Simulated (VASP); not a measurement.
# TiIn4 (Im-3m) in VASP: notebook, part 2 of 2

VASP 6.6.1.

### Step 3. Single point, PBE

This run uses another cell than the first one, of 27.89 Å³/atom.

INCAR

```
SYSTEM = TiIn4
PREC     = Accurate       ! precision mode
ENCUT    = 520            ! plane-wave cutoff, eV
EDIFF    = 1E-6           ! SCF threshold, eV
ISMEAR   = 0              ! smearing method
SIGMA    = 0.1            ! smearing width, eV
LREAL    = .False.        ! projectors in reciprocal space
LASPH    = .True.         ! aspherical terms in the spheres
NELM     = 80             ! most SCF steps
ALGO     = Fast           ! electronic algorithm
ISIF     = 2              ! what is computed and relaxed
LWAVE    = .False.        ! write WAVECAR
LCHARG   = .False.        ! write CHGCAR
GGA      = PE             ! functional
NBANDS   = 40             ! bands
```

KPOINTS

```
regular mesh
0
Gamma
  8 8 8
  0 0 0
```

POSCAR

```
TiIn4
1.0
   -3.2669045925      3.2669045925      3.2669045925
    3.2669045925     -3.2669045925      3.2669045925
    3.2669045925      3.2669045925     -3.2669045925
Ti In
1 4
Direct
    0.0000000000      0.0000000000      0.0000000000
    0.5000000000      0.5000000000      0.5000000000
    0.5000000000      0.0000000000      0.0000000000
    0.0000000000      0.0000000000      0.5000000000
    0.0000000000      0.5000000000      0.0000000000
```

Potentials or basis: VASP PAW PBE potentials, release 64 (Ti_sv, In_d).

Launch:

```console
$ cat potpaw_PBE.64/Ti_sv/POTCAR potpaw_PBE.64/In_d/POTCAR > POTCAR
$ mpirun -np 1 vasp_std > vasp.out
```

OUTCAR:

```text
SYSTEM = TiIn4
   PREC = Accurate
   ENCUT = 520
   EDIFF = 1E-6
   ISMEAR = 0
   LREAL = .False.
   LASPH = .True.
   NELM = 80
   ISIF = 2
   GGA = PE

 ion  position               nearest neighbor table
   1  0.000  0.000  0.000-   2 2.83   3 2.83   4 2.83   5 2.83   4 2.83   5 2.83   3 2.83   2 2.83

   2  0.500  0.500  0.500-   1 2.83   1 2.83   4 3.27   5 3.27   3 3.27   5 3.27   4 3.27   3 3.27

   3  0.500  0.000  0.000-   1 2.83   1 2.83   4 3.27   5 3.27   2 3.27   2 3.27   4 3.27   5 3.27

   4  0.000  0.000  0.500-   1 2.83   1 2.83   3 3.27   5 3.27   2 3.27   5 3.27   3 3.27   2 3.27

   5  0.000  0.500  0.000-   1 2.83   1 2.83   3 3.27   4 3.27   2 3.27   4 3.27   2 3.27   3 3.27

  LATTYP: Found a body centered cubic cell.
 ALAT       =     6.5338091850

  Lattice vectors:

 A1 = (  -3.2669045925,   3.2669045925,   3.2669045925)
 A2 = (   3.2669045925,  -3.2669045925,   3.2669045925)
 A3 = (   3.2669045925,   3.2669045925,  -3.2669045925)

Analysis of symmetry for initial positions (statically):
=====================================================================
 Subroutine PRICEL returns:
 Original cell was already a primitive cell.

 Routine SETGRP: Setting up the symmetry group for a
 body centered cubic supercell.

 Subroutine GETGRP returns: Found 48 space group operations
 (whereof 48 operations were pure point group operations)
 out of a pool of 48 trial point group operations.

The static configuration has the point symmetry O_h .

Analysis of symmetry for dynamics (positions and initial velocities):
=====================================================================
 Subroutine PRICEL returns:
 Original cell was already a primitive cell.

 Routine SETGRP: Setting up the symmetry group for a
 body centered cubic supercell.

 Subroutine GETGRP returns: Found 48 space group operations
 (whereof 48 operations were pure point group operations)
 out of a pool of 48 trial point group operations.

The dynamic configuration has the point symmetry O_h .

 Subroutine INISYM returns: Found 48 space group operations
 (whereof 48 operations are pure point group operations),
 and found     1 'primitive' translations

----------------------------------------------------------------------------------------

                                     Primitive cell

  volume of cell :     139.4663

  direct lattice vectors                    reciprocal lattice vectors
    -3.266904592  3.266904592  3.266904592     0.000000000  0.153050077  0.153050077
     3.266904592 -3.266904592  3.266904592     0.153050077  0.000000000  0.153050077
     3.266904592  3.266904592 -3.266904592     0.153050077  0.153050077  0.000000000

  length of vectors
     5.658444738  5.658444738  5.658444738     0.216445495  0.216445495  0.216445495

  position of ions in fractional coordinates (direct lattice)
     0.000000000  0.000000000  0.000000000
     0.500000000  0.500000000  0.500000000
     0.500000000  0.000000000  0.000000000
     0.000000000  0.000000000  0.500000000
     0.000000000  0.500000000  0.000000000

  ion indices of the primitive-cell ions
   primitive index   ion index
                 1           1
                 2           2
                 3           3
[... 28 lines left out ...]

 Following reciprocal coordinates:
            Coordinates               Weight
  0.000000  0.000000  0.000000      1.000000
  0.125000  0.000000  0.000000     12.000000
  0.250000  0.000000  0.000000     12.000000
  0.375000  0.000000  0.000000     12.000000
  0.500000  0.000000  0.000000      6.000000
  0.125000  0.125000  0.000000     24.000000
[... 16 lines left out ...]
 -0.250000  0.250000  0.250000      6.000000
 -0.375000  0.375000  0.250000     24.000000
 [... further k-points ...]
   k-points           NKPTS =     29   k-points in BZ     NKDIM =     29   number of bands    NBANDS=     40
   number of dos      NEDOS =    301   number of ions     NIONS =      5
   total plane-waves  NPLWV =  74088
   dimension x,y,z NGX =    42 NGY =   42 NGZ =   42
   dimension x,y,z NGXF=    84 NGYF=   84 NGZF=   84
   ions per type =               1   4
   NGX,Y,Z   is equivalent  to a cutoff of  12.34, 12.34, 12.34 a.u.
   NGXF,Y,Z  is equivalent  to a cutoff of  24.68, 24.68, 24.68 a.u.
 SYSTEM =  TiIn4
   PREC   = accura    normal or accurate (medium, high low for compatibility)
   ISTART =      0    job   : 0-new  1-cont  2-samecut
   ICHARG =      2    charge: 1-file 2-atom 10-const
   ISPIN  =      1    spin polarized calculation?
   LNONCOLLINEAR =      F non collinear calculations
   LSORBIT =      F    spin-orbit coupling
   LASPH  =      T    aspherical Exc in radial PAW
   ENCUT  =  520.0 eV  38.22 Ry    6.18 a.u.  10.52 10.52 10.52*2*pi/ulx,y,z
   NELM   =     80;   NELMIN=  2; NELMDL= -5     # of ELM steps
   EDIFF  = 0.1E-05   stopping-criterion for ELM
   LREAL  =      F    real-space projection
   EDIFFG = 0.1E-04   stopping-criterion for IOM
   NSW    =      0    number of steps for IOM
   IBRION =     -1    ionic relax: 0-MD 1-quasi-New 2-CG
   NFREE  =      0    steps in history (QN), initial steepest desc. (CG)
   ISIF   =      2    stress and relaxation
   ISYM   =      2    0-nonsym 1-usesym 2-fastsym
   POTIM  = 0.5000    time-step for ionic-motion
   TEBEG  =    0.0;   TEEND  =   0.0 temperature during run
   PSTRESS=    0.0 pullay stress
   NELECT =      64.0000    total number of electrons
   NUPDOWN=      -1.0000    fix difference up-down
   EMIN   =  10.00;   EMAX   =-10.00  energy-range for DOS
   EFERMI =   0.00;   METHOD = LEGACY
   ISMEAR =     0;   SIGMA  =   0.10  broadening in eV -4-tet -1-fermi 0-gaus
   EFERMI_NEDOS =   21; number of points for ismear=-14 and -15
   IALGO  =     68    algorithm
   IMIX   =      4    mixing-type and parameters
     AMIX     =   0.40;   BMIX     =  1.00
     AMIX_MAG =   1.60;   BMIX_MAG =  1.00
  volume/ion in A,a.u.               =      27.89       188.23
  Fermi-wavevector in a.u.,A,eV,Ry     =   1.262734  2.386220 21.694434  1.594496
  Thomas-Fermi vector in A             =   2.396127
   LORBIT       =      0    0 simple, 1 ext, 2 COOP (PROOUT), +10 PAW based schemes
   GGA     = PE    functional components
   LHFCALC =     F    Hartree Fock is set to
   AEXX    =    0.0000 exact exchange contribution
   IVDW    =     0    specifies the selected vdW correction
   LEPSILON=     F    determine dielectric tensor
   LRPA    =     F    only Hartree local field effects (RPA)
 non-spin polarized calculation
 RMM-DIIS sequential band-by-band and
 Gauss-broadening in eV      SIGMA  =   0.10
  energy-cutoff  :      520.00
  volume of cell :      139.47
 maximum number of plane-waves:      3784
   NGX = 21   NGY = 21   NGZ = 21

 number of electron      63.9999962 magnetization

 Free energy of the ion-electron system (eV)
  ---------------------------------------------------
  ext. energy  EPLUGINS =         0.00000000
  ---------------------------------------------------
  free energy    TOTEN  =       -17.88336228 eV

  energy without entropy =      -17.85550829  energy(sigma->0) =      -17.86943529

 E-fermi :   5.6585     XC(G=0):  -9.6324

 val. band max:        5.6468593325   @ k =   0.3750   0.1250   0.0000
 cond. band min:       5.6662331946   @ k =   0.2500   0.2500   0.1250
 fundamental gap:      0.0193738621
 Fermi energy:         5.6584742290

 k-point     1 :       0.0000    0.0000    0.0000
  band No.  band energies     occupation
      1     -50.8427      2.00000
      2     -27.1268      2.00000
      3     -27.1268      2.00000
      4     -27.1268      2.00000
      5      -8.5712      2.00000
      6      -8.5712      2.00000
[... 1021 lines left out ...]
     39      10.8966      0.00000
     40      10.9756      0.00000

 [... further k-points ...]

------------------------ aborting loop because EDIFF is reached ----------------------------------------

  FORCE on cell =-STRESS in cart. coord.  units (eV):
  Direction    XX          YY          ZZ          XY          YZ          ZX
  --------------------------------------------------------------------------------------
  -------------------------------------------------------------------------------------
  Total       -0.0337262     -0.0337262     -0.0337262     -0.0000000      0.0000000     -0.0000000
  in kB       -0.3874440     -0.3874440     -0.3874440     -0.0000000      0.0000000     -0.0000000
  external PRESSURE =      -0.3874440 kB  Pullay stress =       0.0000000 kB

 VOLUME and BASIS-vectors are now :
 -----------------------------------------------------------------------------
  energy-cutoff  :      520.00
  volume of cell :      139.47
      direct lattice vectors                 reciprocal lattice vectors
    -3.266904592  3.266904592  3.266904592     0.000000000  0.153050077  0.153050077
     3.266904592 -3.266904592  3.266904592     0.153050077  0.000000000  0.153050077
     3.266904592  3.266904592 -3.266904592     0.153050077  0.153050077  0.000000000

 POSITION                                       TOTAL-FORCE (eV/Angst)
 -----------------------------------------------------------------------------------
      0.00000      0.00000      0.00000        -0.000000      0.000000     -0.000000
      1.63345      1.63345      1.63345         0.000000      0.000000     -0.000000
     -1.63345      1.63345      1.63345         0.000000      0.000000     -0.000000
      1.63345      1.63345     -1.63345        -0.000000      0.000000      0.000000
      1.63345     -1.63345      1.63345         0.000000     -0.000000      0.000000
 -----------------------------------------------------------------------------------
    total drift:                               -0.000000     -0.000000      0.000000

  FREE ENERGIE OF THE ION-ELECTRON SYSTEM (eV)
  ---------------------------------------------------
  free  energy   TOTEN  =       -17.8833622819 eV

  energy  without entropy=      -17.8555082948  energy(sigma->0) =      -17.86943529
```

Run time: 5.1 min. Hardware: 1 thread of AMD EPYC 9R45 (Zen 5), shared host; peak memory 0.3 GiB.

What came out:

| Item | Value |
| --- | --- |
| Free energy | -17.8834 eV |
| Pressure | 0.0 GPa |
| Band gap on the k mesh | zero (bands 32 and 33 overlap by 0.95 eV) |

Caveat: spin-orbit coupling is left out, which moves the levels of the heavy elements.

The gap in the log of VASP goes by the Fermi energy; the results here count the filled bands.